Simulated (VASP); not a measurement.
# I (C2/m) in VASP: notebook, part 2 of 2

VASP 6.6.1. Earlier steps stand in the parts before.

## 3. Relaxation of cell and atoms, PBE

This run uses another cell than the first one, of 39.85 Å³/atom.

INCAR reads:

```
PREC = Accurate
ENCUT = 600
EDIFF = 1E-7
ISMEAR = 0
SIGMA = 0.1
LREAL = False
LASPH = True
NELM = 100
ALGO = Normal
ISIF = 3
LWAVE = False
LCHARG = False
GGA = PE
IBRION = 2
NSW = 70
EDIFFG = -0.005
```

KPOINTS reads:

```
Automatic mesh
0
Gamma
  12 12 18
```

POSCAR reads:

```
I
1.0
    2.3773896325     -3.6342876406     -0.1598815673
    2.3773896325      3.6342876406     -0.1598815673
   -1.6680719313      0.0000000000      2.4185668454
I
1
Direct
    0.5000000000      0.5000000000      0.5000000000
```

Potentials or basis: VASP PAW PBE potentials, release 64 (I).

Launch:

```bash
cat potpaw_PBE.64/I/POTCAR > POTCAR
mpirun -np 1 vasp_std > vasp.out
```

OUTCAR:

```text
PREC = Accurate
   ENCUT = 600
   EDIFF = 1E-7
   ISMEAR = 0
   LREAL = False
   LASPH = True
   NELM = 100
   ISIF = 3
   GGA = PE
   IBRION = 2
   NSW = 70
   EDIFFG = -0.005

 ion  position               nearest neighbor table
   1  0.500  0.500  0.500-

  Warning from LATTYP: Got some problem with cell dimensions!
  Tried to take original basis but could not verify dimensions!
  LATTYP: Found a base centered monoclinic cell.
 ALAT       =     4.7348878706
 B/A-ratio  =     1.5351103299
 C/A-ratio  =     0.6205035135
 COS(beta)  =    -0.6152737021

  Lattice vectors:

 A1 = (  -0.7093177012,   3.6342876406,  -2.2586852781)
 A2 = (  -0.7093177012,  -3.6342876406,  -2.2586852781)
 A3 = (  -1.6680719313,   0.0000000000,   2.4185668454)

Analysis of symmetry for initial positions (statically):
=====================================================================
 Subroutine PRICEL returns:
 Original cell was already a primitive cell.

 Routine SETGRP: Setting up the symmetry group for a
 base centered monoclinic supercell.

 Subroutine GETGRP returns: Found  4 space group operations
 (whereof  4 operations were pure point group operations)
 out of a pool of  4 trial point group operations.

The static configuration has the point symmetry C_2h.

Analysis of symmetry for dynamics (positions and initial velocities):
=====================================================================
 Subroutine PRICEL returns:
 Original cell was already a primitive cell.

 Routine SETGRP: Setting up the symmetry group for a
 base centered monoclinic supercell.

 Subroutine GETGRP returns: Found  4 space group operations
 (whereof  4 operations were pure point group operations)
 out of a pool of  4 trial point group operations.

The dynamic configuration has the point symmetry C_2h.

 Subroutine INISYM returns: Found  4 space group operations
 (whereof  4 operations are pure point group operations),
 and found     1 'primitive' translations

----------------------------------------------------------------------------------------

                                     Primitive cell

  volume of cell :      39.8549

  direct lattice vectors                    reciprocal lattice vectors
     2.377389632 -3.634287641 -0.159881567     0.220544105 -0.137578543  0.152108027
     2.377389632  3.634287641 -0.159881567     0.220544105  0.137578543  0.152108027
    -1.668071931  0.000000000  2.418566845     0.029158539  0.000000000  0.433578481

  length of vectors
     4.345755427  4.345755427  2.938014560     0.301171729  0.301171729  0.434557844

  position of ions in fractional coordinates (direct lattice)
     0.500000000  0.500000000  0.500000000

  ion indices of the primitive-cell ions
   primitive index   ion index
                 1           1

----------------------------------------------------------------------------------------

 KPOINTS: Automatic mesh

Automatic generation of k-mesh.
 Grid dimensions read from file:
 generate k-points for:   12   12   18

 Generating k-lattice:

  Cartesian coordinates                     Fractional coordinates (reciprocal lattice)
[... 59 lines left out ...]
   NELM   =    100;   NELMIN=  2; NELMDL= -5     # of ELM steps
   EDIFF  = 0.1E-06   stopping-criterion for ELM
   LREAL  =      F    real-space projection
   EDIFFG = -.5E-02   stopping-criterion for IOM
   NSW    =     70    number of steps for IOM
   IBRION =      2    ionic relax: 0-MD 1-quasi-New 2-CG
   NFREE  =      1    steps in history (QN), initial steepest desc. (CG)
   ISIF   =      3    stress and relaxation
   ISYM   =      2    0-nonsym 1-usesym 2-fastsym
   POTIM  = 0.5000    time-step for ionic-motion
   TEBEG  =    0.0;   TEEND  =   0.0 temperature during run
   PSTRESS=    0.0 pullay stress
   NELECT =       7.0000    total number of electrons
   NUPDOWN=      -1.0000    fix difference up-down
   EMIN   =  10.00;   EMAX   =-10.00  energy-range for DOS
   EFERMI =   0.00;   METHOD = LEGACY
   ISMEAR =     0;   SIGMA  =   0.10  broadening in eV -4-tet -1-fermi 0-gaus
   EFERMI_NEDOS =   21; number of points for ismear=-14 and -15
   IALGO  =     38    algorithm
   IMIX   =      4    mixing-type and parameters
     AMIX     =   0.40;   BMIX     =  1.00
     AMIX_MAG =   1.60;   BMIX_MAG =  1.00
  volume/ion in A,a.u.               =      39.85       268.95
  Fermi-wavevector in a.u.,A,eV,Ry     =   0.916812  1.732523 11.436294  0.840544
  Thomas-Fermi vector in A             =   2.041710
   LORBIT       =      0    0 simple, 1 ext, 2 COOP (PROOUT), +10 PAW based schemes
   GGA     = PE    functional components
   LHFCALC =     F    Hartree Fock is set to
   AEXX    =    0.0000 exact exchange contribution
   IVDW    =     0    specifies the selected vdW correction
   LEPSILON=     F    determine dielectric tensor
   LRPA    =     F    only Hartree local field effects (RPA)
 conjugate gradient relaxation of ions
 non-spin polarized calculation
 Gauss-broadening in eV      SIGMA  =   0.10
  energy-cutoff  :      600.00
  volume of cell :       39.85
 maximum number of plane-waves:      1358
   NGX = 17   NGY = 17   NGZ = 11

--------------------------------------- Ionic step        1  -------------------------------------------

 number of electron       7.0000000 magnetization

 Free energy of the ion-electron system (eV)
  ---------------------------------------------------
  ext. energy  EPLUGINS =         0.00000000
  ---------------------------------------------------
  free energy    TOTEN  =        -1.42319124 eV

  energy without entropy =       -1.42118550  energy(sigma->0) =       -1.42218837

------------------------ aborting loop because EDIFF is reached ----------------------------------------

  FORCE on cell =-STRESS in cart. coord.  units (eV):
  Direction    XX          YY          ZZ          XY          YZ          ZX
  --------------------------------------------------------------------------------------
  -------------------------------------------------------------------------------------
  Total        0.3418395      0.3968965      0.3055412      0.0000000      0.0000000      0.0389883
  in kB       13.7420284     15.9553340     12.2828307      0.0000000      0.0000000      1.5673370
  external PRESSURE =      13.9933977 kB  Pullay stress =       0.0000000 kB
[... 86 lines left out ...]
  FREE ENERGIE OF THE ION-ELECTRON SYSTEM (eV)
  ---------------------------------------------------
  free  energy   TOTEN  =        -1.4352119603 eV

  energy  without entropy=       -1.4330663239  energy(sigma->0) =       -1.43413914

[... ionic steps 4 to 44 ...]

--------------------------------------- Ionic step       45  -------------------------------------------

 number of electron       7.0000001 magnetization

------------------------ aborting loop because EDIFF is reached ----------------------------------------
[... 65 lines left out ...]
--------------------------------------- Ionic step       47  -------------------------------------------

 number of electron       7.0000001 magnetization

 Free energy of the ion-electron system (eV)
  ---------------------------------------------------
  ext. energy  EPLUGINS =         0.00000000
  ---------------------------------------------------
  free energy    TOTEN  =        -1.45828694 eV

  energy without entropy =       -1.45572735  energy(sigma->0) =       -1.45700714

 E-fermi :   0.9521     XC(G=0):  -7.0597

 val. band max:        0.9497224146   @ k =   0.5000   0.0833   0.3333
 cond. band min:       0.9644581032   @ k =  -0.4167  -0.0000   0.3333
 fundamental gap:      0.0147356887
 Fermi energy:         0.9520530833

 k-point     1 :       0.0000    0.0000    0.0000
  band No.  band energies     occupation
      1     -12.2507      2.00000
      2      -1.0249      2.00000
      3      -0.0457      2.00000
      4       4.3569      0.00000
      5       5.3256      0.00000
      6       7.7682      0.00000
      7      10.8722      0.00000
[... 221 lines left out ...]
 k-point    24 :      -0.4167    0.1667   -0.0000
  band No.  band energies     occupation
      1     -12.0641      2.00000
      2      -1.5859      2.00000
      3      -1.2781      2.00000
      4       4.4420      0.00000
      5       7.1398      0.00000
      6       9.3875      0.00000
      7      10.7583      0.00000

 [... further k-points ...]

------------------------ aborting loop because EDIFF is reached ----------------------------------------

  FORCE on cell =-STRESS in cart. coord.  units (eV):
  Direction    XX          YY          ZZ          XY          YZ          ZX
  --------------------------------------------------------------------------------------
  -------------------------------------------------------------------------------------
  Total       -0.0035799     -0.0001010      0.0006257      0.0000000      0.0000000     -0.0004237
  in kB       -0.1105306     -0.0031190      0.0193177      0.0000000      0.0000000     -0.0130819
  external PRESSURE =      -0.0314440 kB  Pullay stress =       0.0000000 kB
[... 16 lines left out ...]
  FREE ENERGIE OF THE ION-ELECTRON SYSTEM (eV)
  ---------------------------------------------------
  free  energy   TOTEN  =        -1.4582869415 eV

  energy  without entropy=       -1.4557273481  energy(sigma->0) =       -1.45700714

 reached required accuracy - stopping structural energy minimisation
```

It took 1.9 h on 1 thread of AMD EPYC 7R43 (Zen 3), shared host; peak memory 0.38 GiB.

Results:

```yaml
Free_energy: -1.4583 eV
Relaxed_volume: 51.89 Å³/atom
Relaxed_cell: a = 5.145 Å, b = 5.145 Å, c = 2.956 Å, α = 106.99°, β = 106.99°, γ = 122.99°
Space_group_after_relaxing_to_0.1_Å: Immm (No. 71)
Energy_gained_by_relaxing: 35.1 meV/atom
Ionic_steps: 47
Pressure_after_relaxing: 0.0 GPa
Band_gap_on_the_k_mesh: zero (an odd number of electrons rules out a gap without spin polarisation)
```

Step by step:
| step | energy change (eV) | largest force (eV/Å) | pressure (GPa) | volume (Å³) |
| --- | --- | --- | --- | --- |
| 1 | 0.0000 | 0.0000 | 1.40 | 39.85 |
| 3 | -0.0120 | 0.0000 | -0.23 | 42.84 |
| 5 | -0.0263 | 0.0000 | 0.26 | 46.07 |
| 7 | -0.0286 | 0.0000 | -0.24 | 48.08 |
| 9 | -0.0318 | 0.0000 | -0.03 | 49.92 |
| 11 | -0.0322 | 0.0000 | 0.12 | 51.06 |
| 13 | -0.0337 | 0.0000 | -0.28 | 54.03 |
| 15 | -0.0342 | 0.0000 | -0.14 | 53.71 |
| 17 | -0.0347 | 0.0000 | -0.06 | 54.29 |
| 19 | -0.0348 | 0.0000 | -0.03 | 54.19 |
| 21 | -0.0348 | 0.0000 | -0.01 | 54.15 |
| 23 | -0.0348 | 0.0000 | -0.04 | 53.99 |
| 25 | -0.0348 | 0.0000 | -0.02 | 54.06 |
| 27 | -0.0348 | 0.0000 | -0.03 | 54.07 |
| 29 | -0.0348 | 0.0000 | -0.01 | 54.01 |
| 31 | -0.0348 | 0.0000 | 0.00 | 53.99 |
| 33 | -0.0348 | 0.0000 | 0.00 | 53.87 |
| 35 | -0.0349 | 0.0000 | 0.00 | 53.31 |
| 37 | -0.0350 | 0.0000 | 0.01 | 51.11 |
| 39 | -0.0351 | 0.0000 | 0.03 | 51.90 |
| 41 | -0.0351 | 0.0000 | 0.00 | 51.94 |
| 43 | -0.0351 | 0.0000 | -0.02 | 51.91 |
| 45 | -0.0351 | 0.0000 | -0.01 | 51.93 |
| 47 | -0.0351 | 0.0000 | 0.00 | 51.89 |

Final structure:
```
I
1.0
     2.45217   -4.52174   -0.12716
     2.45217    4.52174   -0.12716
    -1.68629    0.00000    2.42742
I
1
Direct
  0.50000 0.50000 0.50000
```

Levels at points of the mesh, in eV from the Fermi level:
```csv
k point,band 1,band 2,band 3,band 4,band 5,band 6,band 7
"(0.00, 0.00, 0.00)",-13.20,-1.98,-1.00,3.40,4.37,6.82,9.92
"(0.50, 0.00, 0.00)",-12.86,-3.47,-1.97,3.61,5.29,9.45,9.77
"(0.50, 0.50, 0.00)",-13.14,-2.86,-1.08,3.36,5.91,8.50,9.65
"(0.00, 0.00, 0.50)",-10.52,-4.87,-1.37,-0.06,5.10,6.84,9.92
"(0.50, 0.00, 0.50)",-10.83,-5.19,-0.40,0.75,5.95,9.01,9.43
"(0.50, 0.50, 0.50)",-10.52,-4.88,-1.37,-0.04,5.11,6.94,9.84
```

Caveat: the volume moved by over 15 % at a fixed basis, so the end points are rough; spin-orbit coupling is left out, which moves the levels of the heavy elements; an odd number of electrons without spin polarisation forces a metal; a magnetic or distorted state may lie lower.
